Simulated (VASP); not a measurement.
Input of a VASP 6.6.1 run:

INCAR

```
ALGO = Normal ; EDIFF = 1E-7
ENCUT = 520 ; GGA = PE
ISIF = 2 ; ISMEAR = -1
LASPH = True ; LCHARG = True
LELF = True ; LREAL = False
LVHAR = True ; LWAVE = False
NBANDS = 45 ; NELM = 60
PREC = Accurate ; SIGMA = 0.1
```

File KPOINTS:

```
k-points
0
Gamma
  5 5 5
```

The input POSCAR:

```
SrMn4As2
1.0
    2.1141010000      3.6617260000      0.0000000000
   -2.1141010000      3.6617260000      0.0000000000
    0.0000000000     -2.4411500000      7.8642040000
Sr As Mn
1 2 4
Direct
    0.0000000000      0.0000000000      0.0000000000
    0.2474000000      0.2474000000      0.7422000000
    0.7526000000      0.7526000000      0.2578000000
    0.1434000000      0.1434000000      0.4302000000
    0.8566000000      0.8566000000      0.5698000000
    0.4385000000      0.4385000000      0.3155000000
    0.5615000000      0.5615000000      0.6845000000
```

Potentials or basis: VASP PAW PBE potentials, release 64 (Sr_sv, As, Mn_pv).

Run with:

```bash
$ cat potpaw_PBE.64/Sr_sv/POTCAR potpaw_PBE.64/As/POTCAR potpaw_PBE.64/Mn_pv/POTCAR > POTCAR
$ mpirun -np 1 vasp_std > vasp.out
```

(1) What does it give for the largest force?

(2) What does it give for the band gap on the k mesh?

Results:

(1) 2.634 eV/Å.

(2) zero (band 36 reaches 6.64 eV, above the bottom of band 37 at 6.30 eV).

Caveat: forces of over 1 eV/Å act on the atoms, so gaps and moduli don't describe the material at rest.
